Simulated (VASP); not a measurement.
# Si3Ge4S14 in VASP: further runs

The runs below take Si3Ge4S14 through single point, with PBE+D3(BJ).

Program: VASP 6.6.1. These are calculated values, not measurements. Logs are shortened: lines on timing, memory, paths and dates and some standing lists are left out, and cuts for length are marked.

**1. The cell of the first run**

The cell holds a disordered packing, 21 atoms: a = 8.028 Å, b = 8.035 Å, c = 8.401 Å, α = 90.53°, β = 94.44°, γ = 86.98°.

**2. Single point, PBE+D3(BJ)**

File INCAR:

```
PREC = Accurate
ENCUT = 410
EDIFF = 1E-6
ISMEAR = -1
SIGMA = 0.062
LREAL = Auto
LASPH = True
NELM = 120
ALGO = Normal
ISIF = 2
LWAVE = False
LCHARG = False
GGA = PE
IVDW = 12
NBANDS = 92
ISYM = -1
GGA_COMPAT = False
```

File KPOINTS:

```
explicit points
1
Reciprocal
  0.25000000   0.25000000   0.25000000 1
```

File POSCAR:

```
Si3Ge4S14
1.0
    8.0188790000      0.2111490000     -0.3179740000
    0.2111490000      8.0318190000     -0.0335780000
   -0.3179740000     -0.0335780000      8.3953550000
Si S Ge
3 14 4
Direct
    0.7134449497      0.5187404093      0.6683918917
    0.0542020682      0.7674974735      0.9067098269
    0.2071752612      0.3765205986      0.1431635893
    0.5290458924      0.8861340809      0.2219625553
    0.7528628115      0.5162777187      0.9126636542
    0.1143127780      0.2806662985      0.9406735873
    0.7752382556      0.8528488287      0.1431058683
    0.2515486054      0.6150751062      0.1948943086
    0.4853265986      0.4457250702      0.6040357789
    0.5465901242      0.1032084407      0.8358589936
    0.6737882218      0.3337003897      0.2436071051
    0.2366752874      0.2117465035      0.3246572196
    0.7702105076      0.0829082936      0.7312700667
    0.3449002664      0.1010389616      0.6427719856
    0.2822350055      0.7231976857      0.8116192735
    0.8703509344      0.8375168690      0.6659905519
    0.9008003928      0.5134464045      0.5162216020
    0.5219278939      0.1708339017      0.4036431766
    0.3673475584      0.7797441587      0.5200136530
    0.9058733426      0.1453685607      0.1390558655
    0.4672418665      0.4384113315      0.9414829678
```

Potentials or basis: VASP PAW PBE potentials, release 64 (Si, S, Ge_d).

The run is started by

```
$ cat potpaw_PBE.64/Si/POTCAR potpaw_PBE.64/S/POTCAR potpaw_PBE.64/Ge_d/POTCAR > POTCAR
$ mpirun -np 1 vasp_std > vasp.out
```

OUTCAR:

```text
PREC = Accurate
   ENCUT = 410
   EDIFF = 1E-6
   ISMEAR = -1
   LREAL = Auto
   LASPH = True
   NELM = 120
   ISIF = 2
   GGA = PE
   IVDW = 12
   ISYM = -1
 IVDW          = 12

 ion  position               nearest neighbor table
   1  0.713  0.519  0.668-   9 1.99  17 2.05   5 2.05  16 2.91
   2  0.054  0.767  0.907-  15 2.07  16 2.46
   3  0.207  0.377  0.143-   6 1.97   8 2.01  12 2.02  21 2.85
   4  0.529  0.886  0.222-   7 2.14  18 2.74
   5  0.753  0.516  0.913-   1 2.05  21 2.44
   6  0.114  0.281  0.941-   3 1.97  20 2.72
   7  0.775  0.853  0.143-   4 2.14  20 2.63
   8  0.252  0.615  0.195-   3 2.01
   9  0.485  0.446  0.604-   1 1.99  18 2.78  21 2.85
  10  0.547  0.103  0.836-  13 2.06  14 2.20
  11  0.674  0.334  0.244-  18 2.34  20 2.54
  12  0.237  0.212  0.325-   3 2.02  18 2.34
  13  0.770  0.083  0.731-  10 2.06  16 2.17
  14  0.345  0.101  0.643-  10 2.20  18 2.63  19 2.77
  15  0.282  0.723  0.812-   2 2.07  19 2.64  21 2.84
  16  0.870  0.838  0.666-  13 2.17   2 2.46   1 2.91
  17  0.901  0.513  0.516-   1 2.05
  18  0.522  0.171  0.404-  11 2.34  12 2.34  14 2.63   4 2.74   9 2.78
  19  0.367  0.780  0.520-  15 2.64  14 2.77
  20  0.906  0.145  0.139-  11 2.54   7 2.63   6 2.72
  21  0.467  0.438  0.941-   5 2.44  15 2.84   9 2.85   3 2.85

IMPORTANT INFORMATION: All symmetrisations will be switched off!
NOSYMM: (Re-)initialisation of all symmetry stuff for point group C_1.

----------------------------------------------------------------------------------------

                                     Primitive cell

  volume of cell :     539.5219

  direct lattice vectors                    reciprocal lattice vectors
     8.018879000  0.211149000 -0.317974000     0.124978888 -0.003265843  0.004720512
     0.211149000  8.031819000 -0.033578000    -0.003265843  0.124592220  0.000374624
    -0.317974000 -0.033578000  8.395355000     0.004720512  0.000374624  0.119293774

  length of vectors
     8.027958133  8.034664139  8.401441574     0.125110637  0.124635578  0.119387721

  position of ions in fractional coordinates (direct lattice)
     0.713444950  0.518740409  0.668391892
     0.054202068  0.767497474  0.906709827
     0.207175261  0.376520599  0.143163589
     0.529045892  0.886134081  0.221962555
     0.752862812  0.516277719  0.912663654
     0.114312778  0.280666299  0.940673587
[... 13 lines left out ...]
     0.905873343  0.145368561  0.139055865
     0.467241866  0.438411331  0.941482968

  ion indices of the primitive-cell ions
   primitive index   ion index
[... 55 lines left out ...]
   IBRION =     -1    ionic relax: 0-MD 1-quasi-New 2-CG
   NFREE  =      0    steps in history (QN), initial steepest desc. (CG)
   ISIF   =      2    stress and relaxation
   ISYM   =     -1    0-nonsym 1-usesym 2-fastsym
   POTIM  = 0.5000    time-step for ionic-motion
   TEBEG  =    0.0;   TEEND  =   0.0 temperature during run
   PSTRESS=    0.0 pullay stress
   NELECT =     152.0000    total number of electrons
   NUPDOWN=      -1.0000    fix difference up-down
   EMIN   =  10.00;   EMAX   =-10.00  energy-range for DOS
   EFERMI =   0.00;   METHOD = LEGACY
   ISMEAR =    -1;   SIGMA  =   0.06  broadening in eV -4-tet -1-fermi 0-gaus
   EFERMI_NEDOS =   21; number of points for ismear=-14 and -15
   IALGO  =     38    algorithm
   IMIX   =      4    mixing-type and parameters
     AMIX     =   0.40;   BMIX     =  1.00
     AMIX_MAG =   1.60;   BMIX_MAG =  1.00
  volume/ion in A,a.u.               =      25.69       173.37
  Fermi-wavevector in a.u.,A,eV,Ry     =   1.073214  2.028080 15.671032  1.151788
  Thomas-Fermi vector in A             =   2.209007
   LORBIT       =      0    0 simple, 1 ext, 2 COOP (PROOUT), +10 PAW based schemes
   GGA     = PE    functional components
   LHFCALC =     F    Hartree Fock is set to
   AEXX    =    0.0000 exact exchange contribution
   IVDW    =    12    specifies the selected vdW correction
   LEPSILON=     F    determine dielectric tensor
   LRPA    =     F    only Hartree local field effects (RPA)
 non-spin polarized calculation
  energy-cutoff  :      410.00
  volume of cell :      539.52
 maximum number of plane-waves:     10155
 NGX is ok and might be reduce to    54
   NGX = 27   NGY = 27   NGZ = 27

 number of electron     151.9999937 magnetization

 Free energy of the ion-electron system (eV)
  ---------------------------------------------------
  ext. energy  EPLUGINS =         0.00000000
  ---------------------------------------------------
  free energy    TOTEN  =       -90.54079593 eV

  energy without entropy =      -90.49593231  energy(sigma->0) =      -90.51836412

 E-fermi :   2.7263     XC(G=0):  -8.4779

 val. band max:        2.5271916951   @ k =   0.2500   0.2500   0.2500
 cond. band min:       2.9201598604   @ k =   0.2500   0.2500   0.2500
 fundamental gap:      0.3929681654
 Fermi energy:         2.7262636341

 k-point     1 :       0.2500    0.2500    0.2500
  band No.  band energies     occupation
      1     -22.6736      2.00000
      2     -22.6607      2.00000
      3     -22.6334      2.00000
      4     -22.5793      2.00000
      5     -22.5777      2.00000
      6     -22.3035      2.00000
[... 80 lines left out ...]
     87       5.3882      0.00000
     88       5.6679      0.00000
 [bands above 88 left out]

------------------------ aborting loop because EDIFF is reached ----------------------------------------

 Edisp (eV)   -5.28974

 E8    (eV) :    -2.0326

  FORCE on cell =-STRESS in cart. coord.  units (eV):
  Direction    XX          YY          ZZ          XY          YZ          ZX
  --------------------------------------------------------------------------------------
  -------------------------------------------------------------------------------------
  Total      -6.00470    -3.68869    -1.96121     3.56190    -3.75939     3.43676
  in kB     -17.83171   -10.95403    -5.82407    10.57750   -11.16399    10.20590
  external pressure =      -11.54 kB  Pullay stress =        0.00 kB

 VOLUME and BASIS-vectors are now :
 -----------------------------------------------------------------------------
  energy-cutoff  :      410.00
  volume of cell :      539.52
      direct lattice vectors                 reciprocal lattice vectors
     8.018879000  0.211149000 -0.317974000     0.124978888 -0.003265843  0.004720512
     0.211149000  8.031819000 -0.033578000    -0.003265843  0.124592220  0.000374624
    -0.317974000 -0.033578000  8.395355000     0.004720512  0.000374624  0.119293774

 POSITION                                       TOTAL-FORCE (eV/Angst)
 -----------------------------------------------------------------------------------
      5.61803      4.29463      5.36711         2.961887      0.220171     -0.703827
      0.30839      6.14540      7.56915        -1.157683      0.431177     -0.049401
      1.69529      3.06308      1.12339         0.200419      0.708242      0.772981
      4.35888      7.22152      1.66548         1.553877      0.516193      0.361560
      5.85592      4.27497      7.40541         0.024518      0.259080      0.553244
      0.67681      2.24681      7.85152        -0.758599     -0.745964     -1.727666
[... 13 lines left out ...]
      7.25057      1.35418      0.87450        -0.908158     -0.379245      0.370058
      3.53996      3.58828      7.74079         0.612969      0.174371     -0.314554
 -----------------------------------------------------------------------------------
    total drift:                                0.001082     -0.000825      0.001461

  FREE ENERGIE OF THE ION-ELECTRON SYSTEM (eV)
  ---------------------------------------------------
  free  energy   TOTEN  =       -95.8305405855 eV

  energy  without entropy=      -95.7856769690  energy(sigma->0) =      -95.80810878
```

OSZICAR:

```text
N       E                     dE             d eps       ncg     rms          rms(c)
DAV:   1     0.168452630506E+04    0.16845E+04   -0.53660E+04   244   0.207E+03
DAV:   2     0.254883600989E+03   -0.14296E+04   -0.13796E+04   192   0.639E+02
DAV:   3    -0.636837885589E+02   -0.31857E+03   -0.30394E+03   220   0.190E+02
DAV:   4    -0.932273241050E+02   -0.29544E+02   -0.28902E+02   216   0.699E+01
DAV:   5    -0.948627289899E+02   -0.16354E+01   -0.16211E+01   240   0.145E+01    0.316E+01
DAV:   6    -0.906622908850E+02    0.42004E+01   -0.81235E+00   248   0.107E+01    0.187E+01
DAV:   7    -0.906496908430E+02    0.12600E-01   -0.58309E+00   232   0.623E+00    0.572E+00
DAV:   8    -0.905542400714E+02    0.95451E-01   -0.15348E+00   208   0.401E+00    0.319E+00
DAV:   9    -0.905392011969E+02    0.15039E-01   -0.21852E-01   224   0.167E+00    0.128E+00
DAV:  10    -0.905408727790E+02   -0.16716E-02   -0.53555E-02   224   0.631E-01    0.761E-01
DAV:  11    -0.905403624230E+02    0.51036E-03   -0.10870E-02   232   0.357E-01    0.338E-01
DAV:  12    -0.905406299032E+02   -0.26748E-03   -0.17580E-03   216   0.136E-01    0.161E-01
DAV:  13    -0.905407291297E+02   -0.99227E-04   -0.58010E-04   240   0.857E-02    0.653E-02
DAV:  14    -0.905407708563E+02   -0.41727E-04   -0.16222E-04   216   0.376E-02    0.422E-02
DAV:  15    -0.905407820725E+02   -0.11216E-04   -0.16841E-05   200   0.134E-02    0.276E-02
DAV:  16    -0.905407940461E+02   -0.11974E-04   -0.11926E-05   192   0.108E-02    0.839E-03
DAV:  17    -0.905407956959E+02   -0.16498E-05   -0.34162E-06   176   0.592E-03    0.410E-03
DAV:  18    -0.905407959290E+02   -0.23311E-06   -0.46626E-07   128   0.271E-03
   1 F= -.95830541E+02 E0= -.95808109E+02  d E =-.448636E-01
```

stdout:

```text
POSCAR found type information on POSCAR SiS Ge
 POSCAR found :  3 types and      21 ions
 scaLAPACK will be used
 LDA part: xc-table for (Slater+PW92), standard interpolation
 POSCAR, INCAR and KPOINTS ok, starting setup
 FFT: planning ... GRIDC
 FFT: planning ... GRID_SOFT
 FFT: planning ... GRID
 WAVECAR not read
 entering main loop
```

Wall time 87 s (1 thread of Intel Xeon Platinum 8488C (Sapphire Rapids), shared host); peak memory 0.37 GiB.

Results:

```
Free energy                : -95.8305 eV
Pressure                   : -1.2 GPa
Largest force              : 3.052 eV/Å
Dispersion energy per atom : -0.252 eV
```

Forces on the atoms (eV/Å):
```
Si   2.962  0.220 -0.704
Si  -1.158  0.431 -0.049
Si   0.200  0.708  0.773
S    1.554  0.516  0.362
S    0.025  0.259  0.553
S   -0.759 -0.746 -1.728
S   -0.860  1.001  0.598
S   -0.090  0.661  0.200
S   -1.804  0.029 -0.708
S   -0.428 -0.923 -0.559
S    0.392 -0.785 -0.645
S   -0.549 -1.043  0.929
S    0.195  0.474  0.023
S    0.817 -0.428  0.602
S    0.552  0.033 -0.579
S   -0.465  0.161  0.253
S   -0.242  0.080  0.776
Ge   0.185 -0.341 -0.441
Ge  -0.231 -0.102  0.289
Ge  -0.908 -0.379  0.370
Ge   0.613  0.174 -0.315
```

Caveat: the atoms stand as in a frame of molecular dynamics.

(Part 1 of 3 ends here.)
